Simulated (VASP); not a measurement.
Write the native input for VASP 6.6.1 that does the following.

- Task: single point
- Functional: PBE
- Potentials or basis: VASP PAW PBE potentials, release 64 (Sr_sv, O)
- Cutoff: 520 eV
- k mesh: 8 × 8 × 8
- Occupations: fermi-dirac, width 0.02 eV
- Spin: no spin polarisation
- Dipole correction: no
- Further INCAR settings: ALGO = Normal; EDIFF = 1e-07; NBANDS = 15

The structure of SrO lies in POSCAR:

```
SrO
1.0
    0.0000000000      2.5868190390      2.5868190390
    2.5868190390      0.0000000000      2.5868190390
    2.5868190390      2.5868190390      0.0000000000
Sr O
1 1
Direct
    0.0000000000      0.0000000000      0.0000000000
    0.5000000000      0.5000000000      0.5000000000
```

This cell differs from its parent crystal: volume scaled by 1.02.

One way to write it, as run:

INCAR

```
SYSTEM = SrO
PREC = Accurate
ENCUT = 520
EDIFF = 1E-7
ISMEAR = -1
SIGMA = 0.02
LREAL = .FALSE.
LASPH = .TRUE.
NELM = 60
ALGO = Normal
ISIF = 2
LWAVE = .FALSE.
LCHARG = .FALSE.
GGA = PE
NBANDS = 15
```

KPOINTS

```
regular mesh
0
G
  8 8 8
  0 0 0
```

Potentials or basis: VASP PAW PBE potentials, release 64 (Sr_sv, O).

Launch:

```console
$ cat potpaw_PBE.64/Sr_sv/POTCAR potpaw_PBE.64/O/POTCAR > POTCAR
$ mpirun -np 1 vasp_std > vasp.out
```

Results of the run:

```json
{
 "Pressure": "1.6 GPa",
 "Band gap on the k mesh": "3.27 eV, indirect (least direct gap 3.37 eV)"
}
```

It took 12 s on 1 thread of AMD EPYC 9R14 (Zen 4), on a shared host, peak memory 0.13 GiB.
